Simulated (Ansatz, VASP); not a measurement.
# One calculation of Ti2HC, two programs

File INCAR:

```
SYSTEM = Ti2HC
  PREC = Accurate
  ENCUT = 520
  EDIFF = 1E-6
  ISMEAR = 0
  SIGMA = 0.1
  LREAL = .FALSE.
  LASPH = .TRUE.
  NELM = 60
  ALGO = Normal
  ISIF = 2
  LWAVE = .FALSE.
  LCHARG = .TRUE.
  GGA = CA
  LELF = .TRUE.
  LVHAR = .TRUE.
  NBANDS = 22
```

KPOINTS

```
Automatic mesh
0
G
  15 15 15
  0 0 0
```

Contents of POSCAR:

```
Ti2HC
1.0
    1.5080864046      0.8706940916      5.1019444440
   -1.5080864046      0.8706940916      5.1019444440
    0.0000000000     -1.7413881833      5.1019444440
Ti H C
2 1 1
Direct
    0.7531046259      0.7531046259      0.7531046259
    0.2468953741      0.2468953741      0.2468953741
    0.0000000000      0.0000000000      0.0000000000
    0.5000000000      0.5000000000      0.5000000000
```

Input for Ansatz:

```yaml
crystal:
  lattice:
    - [1.5080864046, 0.8706940916, 5.101944444]
    - [-1.5080864046, 0.8706940916, 5.101944444]
    - [0.0, -1.7413881833, 5.101944444]
  atoms:
    - { symbol: Ti, position: [0.7531046259, 0.7531046259, 0.7531046259] }
    - { symbol: Ti, position: [0.2468953741, 0.2468953741, 0.2468953741] }
    - { symbol: H, position: [0.0, 0.0, 0.0] }
    - { symbol: C, position: [0.5, 0.5, 0.5] }
basis:
  ecutwfc: 420
kpoints:
  mp_grid: { grid: [15, 15, 15] }
hamiltonian:
  xc: lda
scf:
  occupations: { method: gaussian, width: 0.1 }
output:
  forces: true
  stress: true
  eigenvalues: true
```

Alike in both runs: task single point; functional LDA; k mesh 15 × 15 × 15; occupations gaussian, width 0.1 eV; no spin polarisation.

|  | VASP | Ansatz |
| --- | --- | --- |
| version | VASP 6.6.1 | Ansatz 0.2.0 |
| potentials or method | VASP PAW LDA potentials, release 64 (Ti_sv, H, C), cutoff 520 eV | scalar-relativistic, plane waves, PAW |
| valence electrons in the cell | 29 | 29 |

Ansatz gave:

- gap on the k mesh at the Fermi level (eV): none
- pressure (GPa): -13.5
- traceless stress, the component that is largest in VASP (GPa): -12.58
- rms of the force components (eV/Å): 0.596

What did VASP give for the same quantities?

gap on the k mesh at the Fermi level (eV): none; pressure (GPa): -13.0; traceless stress, the component that is largest in VASP (GPa): -12.57; rms of the force components (eV/Å): 0.579.

LDA's correlation is that of Perdew and Zunger in VASP and of Perdew and Wang (1992) in Ansatz. Atom by atom the forces differ by 0.016 eV/Å (rms over components). A gap of «none» marks a metal or a gap that the smearing closes.
